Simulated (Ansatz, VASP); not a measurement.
**SiGe4W: VASP beside Ansatz**

```
Si Ge W
1.0
     0.00000    3.76477    3.76477
     3.76477    0.00000    3.76477
     3.76477    3.76477    0.00000
Si Ge W
1 4 1
Direct
  0.00000 0.00000 0.00000
  0.62391 0.62391 0.12826
  0.62391 0.12826 0.62391
  0.12826 0.62391 0.62391
  0.62391 0.62391 0.62391
  0.25000 0.25000 0.25000
```

Change from the starting cell: species swapped into the CePrAl4 type (F-43m, No. 216).

Alike in both runs: task relaxation of cell and atoms; functional PBE; k mesh 10 × 10 × 10; occupations gaussian, width 0.1 eV; no spin polarisation.

```csv
,VASP,Ansatz
version,VASP 6.6.1,Ansatz 0.2.0
potentials or method,"VASP PAW PBE potentials, release 64 (Si, Ge_d, W_sv), cutoff 600 eV","scalar-relativistic, plane waves, PAW"
valence electrons in the cell,74,74
```

```tsv
	VASP	Ansatz	Ansatz less VASP
gap on the k mesh at the Fermi level, each at its own relaxed structure (eV)	none	none	-
relaxed volume (Å³/atom)	17.65	17.62	-0.031
relaxed cell length with the largest relative difference (Å)	5.310	5.307	-0.0031
```

A gap of «none» marks a metal or a gap that the smearing closes.

Neither program's run includes spin-orbit coupling.
